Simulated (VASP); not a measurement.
# Si (Im-3m) in VASP: further runs

Runs on Si. Level: PBE. Tasks: single point.

Everything below comes from runs of VASP 6.6.1. Logs are shortened: lines on timing, memory, paths and dates and some standing lists are left out, and cuts for length are marked.

## (1) The cell of the first run

The structure is cubic, space group Im-3m (No. 229). Conventional cell: a = 2.879 Å, b = 2.879 Å, c = 2.879 Å, α = 90.00°, β = 90.00°, γ = 90.00°. Si (site symmetry m-3m) has 14 Si at 2.49 to 2.88 Å within 3.3 Å.

This isn't the form of Si at room conditions, which is diamond.

## (2) Single point, PBE

INCAR

```
PREC = Accurate ; ENCUT = 500
EDIFF = 1E-6 ; ISMEAR = -1
SIGMA = 0.05 ; LREAL = F
LASPH = T ; NELM = 120
ALGO = Normal ; ISIF = 2
LWAVE = F ; LCHARG = T
GGA = PE ; LELF = T
LVHAR = T ; NBANDS = 8
GGA_COMPAT = F
```

KPOINTS

```
Automatic mesh
0
Gamma
  11 11 11
```

POSCAR

```
Si
1.0
   -1.4397001251      1.4397001251      1.4397001251
    1.4397001251     -1.4397001251      1.4397001251
    1.4397001251      1.4397001251     -1.4397001251
Si
1
Direct
    0.0000000000      0.0000000000      0.0000000000
```

Potentials or basis: VASP PAW PBE potentials, release 64 (Si).

Run with:

```
cat potpaw_PBE.64/Si/POTCAR > POTCAR
mpirun -np 1 vasp_std > vasp.out
```

OUTCAR:

```text
PREC = Accurate
   ENCUT = 500
   EDIFF = 1E-6
   ISMEAR = -1
   LREAL = F
   LASPH = T
   NELM = 120
   ISIF = 2
   GGA = PE

 ion  position               nearest neighbor table
   1  0.000  0.000  0.000-

  LATTYP: Found a body centered cubic cell.
 ALAT       =     2.8794002502

  Lattice vectors:

 A1 = (  -1.4397001251,   1.4397001251,   1.4397001251)
 A2 = (   1.4397001251,  -1.4397001251,   1.4397001251)
 A3 = (   1.4397001251,   1.4397001251,  -1.4397001251)

Analysis of symmetry for initial positions (statically):
=====================================================================
 Subroutine PRICEL returns:
 Original cell was already a primitive cell.

 Routine SETGRP: Setting up the symmetry group for a
 body centered cubic supercell.

 Subroutine GETGRP returns: Found 48 space group operations
 (whereof 48 operations were pure point group operations)
 out of a pool of 48 trial point group operations.

The static configuration has the point symmetry O_h .

Analysis of symmetry for dynamics (positions and initial velocities):
=====================================================================
 Subroutine PRICEL returns:
 Original cell was already a primitive cell.

 Routine SETGRP: Setting up the symmetry group for a
 body centered cubic supercell.

 Subroutine GETGRP returns: Found 48 space group operations
 (whereof 48 operations were pure point group operations)
 out of a pool of 48 trial point group operations.

The dynamic configuration has the point symmetry O_h .

 Subroutine INISYM returns: Found 48 space group operations
 (whereof 48 operations are pure point group operations),
 and found     1 'primitive' translations

----------------------------------------------------------------------------------------

                                     Primitive cell

  volume of cell :      11.9365

  direct lattice vectors                    reciprocal lattice vectors
    -1.439700125  1.439700125  1.439700125     0.000000000  0.347294545  0.347294545
     1.439700125 -1.439700125  1.439700125     0.347294545  0.000000000  0.347294545
     1.439700125  1.439700125 -1.439700125     0.347294545  0.347294545  0.000000000

  length of vectors
     2.493633764  2.493633764  2.493633764     0.491148656  0.491148656  0.491148656

  position of ions in fractional coordinates (direct lattice)
     0.000000000  0.000000000  0.000000000

  ion indices of the primitive-cell ions
[... 74 lines left out ...]
   EDIFF  = 0.1E-05   stopping-criterion for ELM
   LREAL  =      F    real-space projection
   EDIFFG = 0.1E-04   stopping-criterion for IOM
   NSW    =      0    number of steps for IOM
   IBRION =     -1    ionic relax: 0-MD 1-quasi-New 2-CG
   NFREE  =      0    steps in history (QN), initial steepest desc. (CG)
   ISIF   =      2    stress and relaxation
   ISYM   =      2    0-nonsym 1-usesym 2-fastsym
   POTIM  = 0.5000    time-step for ionic-motion
   TEBEG  =    0.0;   TEEND  =   0.0 temperature during run
   PSTRESS=    0.0 pullay stress
   NELECT =       4.0000    total number of electrons
   NUPDOWN=      -1.0000    fix difference up-down
   EMIN   =  10.00;   EMAX   =-10.00  energy-range for DOS
   EFERMI =   0.00;   METHOD = LEGACY
   ISMEAR =    -1;   SIGMA  =   0.05  broadening in eV -4-tet -1-fermi 0-gaus
   EFERMI_NEDOS =   21; number of points for ismear=-14 and -15
   IALGO  =     38    algorithm
   IMIX   =      4    mixing-type and parameters
     AMIX     =   0.40;   BMIX     =  1.00
     AMIX_MAG =   1.60;   BMIX_MAG =  1.00
  volume/ion in A,a.u.               =      11.94        80.55
  Fermi-wavevector in a.u.,A,eV,Ry     =   1.137111  2.148828 17.592619  1.293021
  Thomas-Fermi vector in A             =   2.273816
   LORBIT       =      0    0 simple, 1 ext, 2 COOP (PROOUT), +10 PAW based schemes
   GGA     = PE    functional components
   LHFCALC =     F    Hartree Fock is set to
   AEXX    =    0.0000 exact exchange contribution
   IVDW    =     0    specifies the selected vdW correction
   LEPSILON=     F    determine dielectric tensor
   LRPA    =     F    only Hartree local field effects (RPA)
 non-spin polarized calculation
  energy-cutoff  :      500.00
  volume of cell :       11.94
 maximum number of plane-waves:       321
   NGX =  9   NGY =  9   NGZ =  9

 number of electron       4.0000000 magnetization

 Free energy of the ion-electron system (eV)
  ---------------------------------------------------
  ext. energy  EPLUGINS =         0.00000000
  ---------------------------------------------------
  free energy    TOTEN  =        -4.67737535 eV

  energy without entropy =       -4.67240958  energy(sigma->0) =       -4.67489246

 E-fermi :  12.8054     XC(G=0): -11.9905

 val. band max:       12.7598592404   @ k =   0.2727   0.1818   0.0909
 cond. band min:      12.8596597250   @ k =  -0.4545  -0.4545   0.1818
 fundamental gap:      0.0998004846
 Fermi energy:        12.8054195112

 k-point     1 :       0.0000    0.0000    0.0000
  band No.  band energies     occupation
      1      -3.4300      2.00000
      2      26.2690      0.00000
      3      26.2690      0.00000
      4      26.2690      0.00000
      5      27.0911      0.00000
      6      27.0911      0.00000
      7      27.0911      0.00000
      8      30.4374      0.00000
[... 243 lines left out ...]
 k-point    24 :       0.3636    0.1818    0.0909
  band No.  band energies     occupation
      1       6.2618      2.00000
      2       6.6907      2.00000
      3      12.4872      1.99656
      4      15.4525      0.00000
      5      29.8873      0.00000
      6      31.7440      0.00000
      7      34.8985      0.00000
      8      36.3220      0.00000

 [... further k-points ...]

------------------------ aborting loop because EDIFF is reached ----------------------------------------

  FORCE on cell =-STRESS in cart. coord.  units (eV):
  Direction    XX          YY          ZZ          XY          YZ          ZX
  --------------------------------------------------------------------------------------
  -------------------------------------------------------------------------------------
  Total        2.2259191      2.2259191      2.2259191     -0.0000000      0.0000000      0.0000000
  in kB      298.7747207    298.7747207    298.7747207     -0.0000000      0.0000000      0.0000000
  external PRESSURE =     298.7747207 kB  Pullay stress =       0.0000000 kB

 VOLUME and BASIS-vectors are now :
 -----------------------------------------------------------------------------
  energy-cutoff  :      500.00
  volume of cell :       11.94
      direct lattice vectors                 reciprocal lattice vectors
    -1.439700125  1.439700125  1.439700125     0.000000000  0.347294545  0.347294545
     1.439700125 -1.439700125  1.439700125     0.347294545  0.000000000  0.347294545
     1.439700125  1.439700125 -1.439700125     0.347294545  0.347294545  0.000000000

 POSITION                                       TOTAL-FORCE (eV/Angst)
 -----------------------------------------------------------------------------------
      0.00000      0.00000      0.00000         0.000000      0.000000      0.000000
 -----------------------------------------------------------------------------------
    total drift:                                0.000000      0.000000     -0.000000

  FREE ENERGIE OF THE ION-ELECTRON SYSTEM (eV)
  ---------------------------------------------------
  free  energy   TOTEN  =        -4.6773753532 eV

  energy  without entropy=       -4.6724095767  energy(sigma->0) =       -4.67489246
```

Wall time 1.9 s (1 thread of Intel Xeon 6975P-C (Granite Rapids), shared host); peak memory 0.11 GiB.

Results:

```
Free energy            : -4.6774 eV
Pressure               : 29.9 GPa
Band gap on the k mesh : zero (bands 2 and 3 overlap by 17.65 eV)
```

Caveat: the cell stands under pressure.

## (3) Single point, PBE

This run uses another cell than the first one, of 11.22 Å³/atom.

INCAR

```
PREC = Accurate
ENCUT = 500
EDIFF = 1E-6
ISMEAR = -1
SIGMA = 0.05
LREAL = F
LASPH = T
NELM = 120
ALGO = Normal
ISIF = 2
LWAVE = F
LCHARG = T
GGA = PE
LELF = T
LVHAR = T
NBANDS = 8
GGA_COMPAT = F
```

KPOINTS

```
regular mesh
0
Gamma
  11 11 11
```

POSCAR

```
Si
1.0
   -1.4103108289      1.4103108289      1.4103108289
    1.4103108289     -1.4103108289      1.4103108289
    1.4103108289      1.4103108289     -1.4103108289
Si
1
Direct
    0.0000000000      0.0000000000      0.0000000000
```

Potentials or basis: VASP PAW PBE potentials, release 64 (Si).

Run with:

```
cat potpaw_PBE.64/Si/POTCAR > POTCAR
mpirun -np 1 vasp_std > vasp.out
```

Run time: 1.9 s. Hardware: 1 thread of Intel Xeon 6975P-C (Granite Rapids), shared host; peak memory 0.11 GiB.

It converged, with:

```yaml
Free_energy: -4.5119 eV
Pressure: 44.8 GPa
Band_gap_on_the_k_mesh: zero (bands 2 and 3 overlap by 17.89 eV)
```

Levels at points of the mesh, in eV from the Fermi level:
| k point | band 1 | band 2 | band 3 | band 4 | band 5 | band 6 |
| --- | --- | --- | --- | --- | --- | --- |
| (0.00, 0.00, 0.00) | -16.90 | 13.77 | 13.77 | 13.77 | 15.29 | 15.29 |

Caveat: the cell stands under pressure.

## (4) Single point, PBE

This run uses another cell than the first one, of 12.97 Å³/atom.

INCAR

```
SYSTEM = Si
ALGO = Normal
EDIFF = 1E-6
ENCUT = 500
GGA = PE
GGA_COMPAT = .False.
ISIF = 2
ISMEAR = -1
LASPH = .True.
LCHARG = .True.
LELF = .True.
LREAL = .False.
LVHAR = .True.
LWAVE = .False.
NBANDS = 8
NELM = 120
PREC = Accurate
SIGMA = 0.05
```

KPOINTS

```
k-points
0
Gamma
  11 11 11
  0 0 0
```

POSCAR

```
Si
1.0
   -1.4802366366      1.4802366366      1.4802366366
    1.4802366366     -1.4802366366      1.4802366366
    1.4802366366      1.4802366366     -1.4802366366
Si
1
Direct
    0.0000000000      0.0000000000      0.0000000000
```

Run with:

```
cat potpaw_PBE.64/Si/POTCAR > POTCAR
mpirun -np 1 vasp_std > vasp.out
```

It took 2.3 s on 1 thread of Intel Xeon 6975P-C (Granite Rapids), shared host; peak memory 0.11 GiB.

Results (log left out):

```
Free energy            : -4.8192 eV
Pressure               : 14.9 GPa
Band gap on the k mesh : zero (bands 2 and 3 overlap by 17.31 eV)
```

Levels at points of the mesh, in eV from the Fermi level:
```csv
k point,band 1,band 2,band 3,band 4,band 5,band 6
"(0.00, 0.00, 0.00)",-15.36,13.05,13.05,13.05,13.09,13.09
```

Caveat: the cell stands under pressure.

## (5) Summary

| cell | gap on the mesh (eV) | pressure (GPa) |
| --- | --- | --- |
| a = 2.494 Å, angles 109.5°, 1 atom | none | 29.9 |
| a = 2.443 Å, angles 109.5°, 1 atom | none | 44.8 |
| a = 2.564 Å, angles 109.5°, 1 atom | none | 14.9 |

Alike in all rows: task single point; level PBE; potentials or basis VASP PAW PBE potentials, release 64 (Si); no spin polarisation; k mesh 11 × 11 × 11; cutoff (eV) 500; smearing fermi-dirac 0.05 eV.

Caveats: the cell stands under pressure.

Total energies depend on the potentials used, so only differences within one code and one set of settings carry meaning.
